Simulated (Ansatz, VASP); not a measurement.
## One calculation of NiO, two programs

INCAR

```
SYSTEM = NiO
ALGO = Normal
EDIFF = 1E-6
ENCUT = 520
GGA = PE
ISIF = 2
ISMEAR = -1
ISPIN = 2
LASPH = .TRUE.
LCHARG = .TRUE.
LELF = .TRUE.
LMAXMIX = 4
LORBIT = 11
LREAL = .FALSE.
LVHAR = .TRUE.
LWAVE = .FALSE.
MAGMOM = 2 0
NBANDS = 19
NELM = 150
PREC = Accurate
SIGMA = 0.05
```

KPOINTS

```
k-points
0
G
  11 11 11
  0 0 0
```

POSCAR

```
NiO
1.0
    0.0000000000      2.0913095100      2.0913095100
    2.0913095100      0.0000000000      2.0913095100
    2.0913095100      2.0913095100      0.0000000000
Ni O
1 1
Direct
    0.0000000000      0.0000000000      0.0000000000
    0.5000000000      0.5000000000      0.5000000000
```

input.yaml

```yaml
crystal:
  lattice:
    - [0.0, 2.09130951, 2.09130951]
    - [2.09130951, 0.0, 2.09130951]
    - [2.09130951, 2.09130951, 0.0]
  atoms:
    - { symbol: Ni, position: [0.0, 0.0, 0.0], spin: 2.0 }
    - { symbol: O, position: [0.5, 0.5, 0.5] }
kpoints:
  mp_grid: { grid: [11, 11, 11] }
scf:
  occupations: { method: fermi_dirac, width: 0.05 }
hamiltonian:
  xc: pbe
  pseudopotentials: { kind: all_electron, lapw: { basis_error: 0.0005 } }
magnetization:
  spin_polarized: true
output:
  forces: true
  stress: true
  eigenvalues: true
```

Alike in both runs: task single point; functional PBE; k mesh 11 × 11 × 11; occupations fermi-dirac, width 0.05 eV; collinear spin.

|  | VASP | Ansatz |
| --- | --- | --- |
| version | VASP 6.6.1 | Ansatz 0.2.0 |
| potentials or method | VASP PAW PBE potentials, release 64 (Ni, O), cutoff 520 eV | all-electron LAPW, scalar-relativistic |

VASP gave:

| Property | Result |
| --- | --- |
| gap on the k mesh at the Fermi level (eV) | none |
| pressure (GPa) | 3.9 |
| net moment per atom (μB) | 0.85 |
| size of the moment on the site where the two differ most (μB) | 1.41 |

Q: What did Ansatz give for the same quantities?

A: gap on the k mesh at the Fermi level (eV): none; pressure (GPa): 4.8; net moment per atom (μB): 0.90; size of the moment on the site where the two differ most (μB): 1.49.

Site moments also hang on the region over which each program counts them. A gap of «none» marks a metal or a gap that the smearing closes. Ansatz ran all-electron here, and VASP with PAW potentials.
